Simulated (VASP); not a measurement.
Crystal: CdMo.

```
Cd Mo
1.0
     2.74150    0.00000    0.00000
     0.00000    2.74150    0.00000
     0.00000    0.00000    4.70703
Cd Mo
1 1
Direct
  0.50000 0.50000 0.50000
  0.00000 0.00000 0.00000
```

- Program: VASP 6.6.1
- Task: relaxation of cell and atoms
- Functional: PBE
- Potentials or basis: VASP PAW PBE potentials, release 64 (Cd, Mo_sv)
- Cutoff: 600 eV
- k mesh: 20 × 20 × 12
- Occupations: gaussian, width 0.1 eV
- Spin: no spin polarisation

At the start: pressure 0.8 GPa; volume 17.69 Å³/atom.

Q: How do energy, volume and symmetry change on relaxing?

A: Over 5 steps the energy falls by 3.0 meV/atom and the volume is 17.73 Å³/atom (+0.3 %); space group P4/mmm (No. 123, to 0.1 Å) before and after.

The path:
```
step  energy change (eV)  largest force (eV/Å)  pressure (GPa)  volume (Å³)
   1              0.0000                0.0000            0.84        35.38
   2             -0.0041                0.0000           -1.48        35.85
   3             -0.0045                0.0000           -0.91        35.74
   4             -0.0058                0.0000            0.34        35.38
   5             -0.0060                0.0000            0.07        35.47
```

Final structure:
```
CELL_PARAMETERS angstrom
2.76420 0.00000 0.00000
0.00000 2.76420 0.00000
0.00000 0.00000 4.64170
ATOMIC_POSITIONS crystal
Cd 0.50000 0.50000 0.50000
Mo 0.00000 0.00000 0.00000
```
